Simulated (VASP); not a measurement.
RbBr:

```
Rb Br
1.0
     4.12608    0.00000    0.00000
     0.00000    4.12608    0.00000
     0.00000    0.00000    4.12608
Rb Br
1 1
Direct
  0.00000 0.00000 0.00000
  0.50000 0.50000 0.50000
```

Base run:

```yaml
Program: VASP 6.6.1
Functional: RPBE
Potentials_or_basis: VASP PAW PBE potentials, release 64 (Rb_sv, Br)
Cutoff: 520 eV
k_mesh: 7 × 7 × 7
Occupations: gaussian, width 0.02 eV
Spin: no spin polarisation
```

Its results: band gap on the k mesh 4.42 eV, indirect (least direct gap 4.54 eV); pressure 2.5 GPa.

The run is repeated on the same cell with these changes: functional from RPBE to PBE. What comes out?

Band gap on the k mesh 4.10 eV, indirect (least direct gap 4.23 eV); pressure 0.8 GPa.

PBE binds more tightly than RPBE, so the same cell stands under less pressure.

Caveats: the PAW data sets were made with another functional, which shifts forces and pressure a little (some runs).

A k mesh can miss the band edges.
